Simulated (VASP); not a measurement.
Input of a VASP 6.6.1 run:

The input INCAR:

```
SYSTEM = Na2S
PREC = Accurate
ENCUT = 500
EDIFF = 1E-6
ISMEAR = -1
SIGMA = 0.02
LREAL = .FALSE.
LASPH = .TRUE.
NELM = 120
ALGO = Normal
ISIF = 2
LWAVE = .FALSE.
LCHARG = .FALSE.
GGA = PS
NBANDS = 17
GGA_COMPAT = .FALSE.
```

Contents of KPOINTS:

```
Automatic mesh
0
G
  8 8 8
  0 0 0
```

The input POSCAR:

```
Na2S
1.0
    0.0000000000      3.2630000000      3.2630000000
    3.2630000000      0.0000000000      3.2630000000
    3.2630000000      3.2630000000      0.0000000000
Na S
2 1
Direct
    0.2500000000      0.2500000000      0.2500000000
    0.7500000000      0.7500000000      0.7500000000
    0.0000000000      0.0000000000      0.0000000000
```

Potentials or basis: VASP PAW PBE potentials, release 64 (Na_pv, S).

Command:

```console
$ cat potpaw_PBE.64/Na_pv/POTCAR potpaw_PBE.64/S/POTCAR > POTCAR
$ mpirun -np 1 vasp_std > vasp.out
```

Q: Predict the pressure.

A: -0.3 GPa.

Q: Estimate the band gap on the k mesh.

A: 2.39 eV.

Caveat: the PAW data sets were made with another functional, which shifts forces and pressure a little. A k mesh can miss the band edges.
